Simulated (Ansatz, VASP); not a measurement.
GaN: VASP beside Ansatz

Contents of POSCAR:

```
GaN
1.0
    0.0000000000      2.1544346900      2.1544346900
    2.1544346900      0.0000000000      2.1544346900
    2.1544346900      2.1544346900      0.0000000000
Ga N
1 1
Direct
    0.0000000000      0.0000000000      0.0000000000
    0.5000000000      0.5000000000      0.5000000000
```

Contents of INCAR.step1:

```
SYSTEM = GaN
ALGO = Normal ; EDIFF = 1E-4
ENCUT = 600 ; GGA = PE
ISMEAR = -1 ; LASPH = .TRUE.
LCHARG = .FALSE. ; LREAL = .FALSE.
LWAVE = .TRUE. ; NELM = 80
PREC = Accurate ; SIGMA = 0.1
```

File INCAR.step2:

```
SYSTEM = GaN
ALGO = Normal ; EDIFF = 1E-6
EDIFFG = -0.005 ; ENCUT = 600
IBRION = 2 ; ISIF = 3
ISMEAR = -1 ; ISTART = 1
LASPH = .TRUE. ; LCHARG = .FALSE.
LMIXTAU = .TRUE. ; LREAL = .FALSE.
LWAVE = .FALSE. ; METAGGA = R2SCAN
NELM = 80 ; NSW = 60
PREC = Accurate ; SIGMA = 0.1
```

The input KPOINTS:

```
k-points
0
G
  15 15 15
  0 0 0
```

Input for Ansatz:

```yaml
crystal:
  lattice:
    - [0.0, 2.15443469, 2.15443469]
    - [2.15443469, 0.0, 2.15443469]
    - [2.15443469, 2.15443469, 0.0]
  atoms:
    - { symbol: Ga, position: [0.0, 0.0, 0.0] }
    - { symbol: "N", position: [0.5, 0.5, 0.5] }
kpoints:
  mp_grid: { grid: [15, 15, 15] }
scf:
  occupations: { method: fermi_dirac, width: 0.1 }
hamiltonian:
  xc: r2scan
  pseudopotentials: { kind: paw }
output:
  forces: true
  stress: true
relax:
  f_tol: 0.005
  max_steps: 40
  cell: {}
```

Alike in both runs: task relaxation of cell and atoms; functional r2SCAN; k mesh 15 × 15 × 15; occupations fermi-dirac, width 0.1 eV; no spin polarisation.

|  | VASP | Ansatz |
| --- | --- | --- |
| version | VASP 6.6.1 | Ansatz 0.2.0 |
| potentials or method | VASP PAW PBE potentials, release 64 (Ga_d, N) | PAW with Ansatz's default frozen-core files, scalar-relativistic |
| plane-wave cutoff (eV) | 600 | 500 |
| valence electrons in the cell | 18 | 18 |

|  | VASP | Ansatz | Ansatz less VASP |
| --- | --- | --- | --- |
| relaxed volume (Å³/atom) | 9.42 | 9.38 | -0.048 |
| relaxed cell length with the largest relative difference (Å) | 2.987 | 2.982 | -0.0050 |

VASP's potentials were made for PBE, not for r2SCAN.
